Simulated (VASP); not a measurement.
A run of VASP 6.6.1:

INCAR

```
ALGO     = Normal         # electronic algorithm
EDIFF    = 1E-6           # SCF threshold, eV
ENCUT    = 520            # plane-wave cutoff, eV
GGA      = PS             # functional
ISIF     = 2              # what is computed and relaxed
ISMEAR   = 0              # smearing method
LASPH    = T              # aspherical terms in the spheres
LCHARG   = T              # write CHGCAR
LELF     = T              # ELF
LREAL    = F              # projectors in reciprocal space
LVHAR    = T            
LWAVE    = F              # write WAVECAR
NBANDS   = 10             # bands
NELM     = 60             # most SCF steps
PREC     = Accurate       # precision mode
SIGMA    = 0.15           # smearing width, eV
```

File KPOINTS:

```
k-points
0
Gamma
  21 21 10
```

POSCAR

```
Al
1.0
    2.4960541245      0.0000000000      0.0000000000
   -1.2480270622      2.1616462810      0.0000000000
    0.0000000000      0.0000000000      4.8668500000
Al
2
Direct
    0.6666666667      0.3333333333      0.7500000000
    0.3333333333      0.6666666667      0.2500000000
```

Potentials or basis: VASP PAW PBE potentials, release 64 (Al).

Run with:

```bash
$ cat potpaw_PBE.64/Al/POTCAR > POTCAR
$ mpirun -np 1 vasp_std > vasp.out
```

Hardware: 1 thread of AMD EPYC 9R45 96-Core Processor (Zen 5), on a shared host.

Q: Estimate the wall time of this run.

A: Run time: 29 s on 1 thread of AMD EPYC 9R45 96-Core Processor (Zen 5), with other jobs on the host, peak memory 0.15 GiB. Counts: scf iterations 10, k points 288.
